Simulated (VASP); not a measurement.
# Sc (Fd-3m) in VASP: further runs, part 2 of 2

VASP 6.6.1. The steps go on from the part before.

### 4 Single point, r2SCAN

This run uses another cell than the first one, of 17.30 Å³/atom.

POSCAR reads:

```
Sc
1.0
    0.0000000000      2.5862519085      2.5862519085
    2.5862519085      0.0000000000      2.5862519085
    2.5862519085      2.5862519085      0.0000000000
Sc
2
Direct
    1.0000000000      1.0000000000      1.0000000000
    0.2500000000      0.2500000000      0.2500000000
```

INCAR.step1 reads:

```
PREC     = Accurate       # precision mode
ENCUT    = 550            # plane-wave cutoff, eV
ISMEAR   = 1              # smearing method
SIGMA    = 0.05           # smearing width, eV
LREAL    = False          # projectors in reciprocal space
LASPH    = True           # aspherical terms in the spheres
NELM     = 120            # most SCF steps
NBANDS   = 18             # bands
GGA      = PE             # functional
ALGO     = Normal         # electronic algorithm
EDIFF    = 1E-5           # SCF threshold, eV
LWAVE    = True           # write WAVECAR
LCHARG   = False          # write CHGCAR
GGA_COMPAT= False
```

INCAR.step2 reads:

```
PREC     = Accurate       # precision mode
ENCUT    = 550            # plane-wave cutoff, eV
EDIFF    = 1E-6           # SCF threshold, eV
ISMEAR   = 1              # smearing method
SIGMA    = 0.05           # smearing width, eV
LREAL    = False          # projectors in reciprocal space
LASPH    = True           # aspherical terms in the spheres
NELM     = 120            # most SCF steps
ALGO     = Normal         # electronic algorithm
ISIF     = 2              # what is computed and relaxed
LWAVE    = False          # write WAVECAR
LCHARG   = True           # write CHGCAR
METAGGA  = R2SCAN         # meta-GGA
LMIXTAU  = True         
LELF     = True           # ELF
LVHAR    = True         
NBANDS   = 18             # bands
ISTART   = 1            
GGA_COMPAT= False
```

KPOINTS reads:

```
Automatic mesh
0
Gamma
  11 11 11
```

Potentials or basis: VASP PAW PBE potentials, release 64 (Sc_sv).

Launch:

```
$ cat potpaw_PBE.64/Sc_sv/POTCAR > POTCAR
$ cp INCAR.step1 INCAR
$ mpirun -np 1 vasp_std > vasp.out
$ cp INCAR.step2 INCAR
$ mpirun -np 1 vasp_std > vasp.out
```

OUTCAR:

```text
PREC = Accurate
   ENCUT = 550
   EDIFF = 1E-6
   ISMEAR = 1
   LREAL = False
   LASPH = True
   NELM = 120
   ISIF = 2
   METAGGA = R2SCAN
   ISTART = 1

 ion  position               nearest neighbor table
   1  0.000  0.000  0.000-   2 2.24   2 2.24   2 2.24   2 2.24
   2  0.250  0.250  0.250-   1 2.24   1 2.24   1 2.24   1 2.24

  LATTYP: Found a face centered cubic cell.
 ALAT       =     5.1725038170

  Lattice vectors:

 A1 = (   0.0000000000,   2.5862519085,   2.5862519085)
 A2 = (   2.5862519085,   0.0000000000,   2.5862519085)
[... 191 lines left out ...]
      5     -24.0317      2.00000
      6     -22.0934      2.00000
[... 481 lines left out ...]
      5     -23.9208      2.00000
      6     -22.1647      2.00000
[... 10 lines left out ...]
     17       9.4680      0.00000
     18      11.7493      0.00000

 [... further k-points ...]
[... 5 lines left out ...]
  --------------------------------------------------------------------------------------
  -------------------------------------------------------------------------------------
  Total        3.7381396      3.7381396      3.7381396      0.0000000      0.0000000      0.0000000
  in kB      173.1105853    173.1105853    173.1105853      0.0000000      0.0000000      0.0000000
  external PRESSURE =     173.1105853 kB  Pullay stress =       0.0000000 kB

 VOLUME and BASIS-vectors are now :
 -----------------------------------------------------------------------------
  energy-cutoff  :      550.00
  volume of cell :       34.60
      direct lattice vectors                 reciprocal lattice vectors
     0.000000000  2.586251908  2.586251908    -0.193329968  0.193329968  0.193329968
     2.586251908  0.000000000  2.586251908     0.193329968 -0.193329968  0.193329968
     2.586251908  2.586251908  0.000000000     0.193329968  0.193329968 -0.193329968

 POSITION                                       TOTAL-FORCE (eV/Angst)
 -----------------------------------------------------------------------------------
      0.00000      0.00000      0.00000        -0.000000      0.000000      0.000000
      1.29313      1.29313      1.29313         0.000000     -0.000000     -0.000000
 -----------------------------------------------------------------------------------
    total drift:                                0.000000      0.000000      0.000000

  FREE ENERGIE OF THE ION-ELECTRON SYSTEM (eV)
  ---------------------------------------------------
  free  energy   TOTEN  =       -17.5808512293 eV

  energy  without entropy=      -17.5803911523  energy(sigma->0) =      -17.58069787
```

OSZICAR.step1:

```text
N       E                     dE             d eps       ncg     rms          rms(c)
DAV:   1     0.298885386766E+03    0.29889E+03   -0.10875E+04  2016   0.145E+03
DAV:   2     0.703159230970E+01   -0.29185E+03   -0.28764E+03  2072   0.545E+02
DAV:   3    -0.727548929373E+01   -0.14307E+02   -0.13925E+02  3176   0.151E+02
DAV:   4    -0.757498872203E+01   -0.29950E+00   -0.29606E+00  3010   0.202E+01
DAV:   5    -0.757878441703E+01   -0.37957E-02   -0.37937E-02  3178   0.220E+00    0.163E+01
DAV:   6    -0.732613757598E+01    0.25265E+00   -0.79551E-01  2768   0.961E+00    0.769E+00
DAV:   7    -0.733029712984E+01   -0.41596E-02   -0.10763E-01  2786   0.305E+00    0.209E+00
DAV:   8    -0.733271203457E+01   -0.24149E-02   -0.17926E-02  2486   0.176E+00    0.825E-02
DAV:   9    -0.733255379429E+01    0.15824E-03   -0.14069E-03  2650   0.560E-01    0.303E-02
DAV:  10    -0.733254655217E+01    0.72421E-05   -0.15535E-04  3114   0.154E-01    0.121E-02
DAV:  11    -0.733254569649E+01    0.85569E-06   -0.32324E-06  1266   0.267E-02
   1 F= -.73325457E+01 E0= -.73324813E+01  d E =-.193240E-03
```

Wall time 2.4 min (1 thread of Intel Xeon Platinum 8259CL at 2.50GHz (Skylake/Cascade Lake), shared host); peak memory 0.18 GiB.

Results:

```
Free energy            : -17.5809 eV
Pressure               : 17.3 GPa
Band gap on the k mesh : zero (bands 11 and 12 overlap by 1.45 eV)
```

Levels at points of the mesh, in eV from the Fermi level:
| k point | band 8 | band 9 | band 10 | band 11 | band 12 | band 13 | band 14 | band 15 |
| --- | --- | --- | --- | --- | --- | --- | --- | --- |
| (0.00, 0.00, 0.00) | -28.42 | -5.61 | -1.34 | -1.34 | 0.41 | 0.41 | 0.41 | 3.07 |

Caveat: the cell stands under pressure; the PAW data sets were made with another functional, which shifts forces and pressure a little.

### 5 Summary

```csv
cell,gap on the mesh (eV),pressure (GPa)
"a = 3.417 Å, angles 60.0°, 2 atoms",none,50.5
"a = 3.509 Å, angles 60.0°, 2 atoms",none,34.0
"a = 3.658 Å, angles 60.0°, 2 atoms",none,17.3
```

Alike in all rows: task single point; level r2SCAN; potentials or basis VASP PAW PBE potentials, release 64 (Sc_sv); no spin polarisation; k mesh 11 × 11 × 11; cutoff (eV) 550; smearing methfessel-paxton 0.05 eV.

Caveats: the cell stands under pressure; the PAW data sets were made with another functional, which shifts forces and pressure a little; atoms lie so close that the PAW spheres overlap strongly, which falsifies energies and pressures (at least some runs).

Total energies depend on the potentials used, so only differences within one code and one set of settings carry meaning.
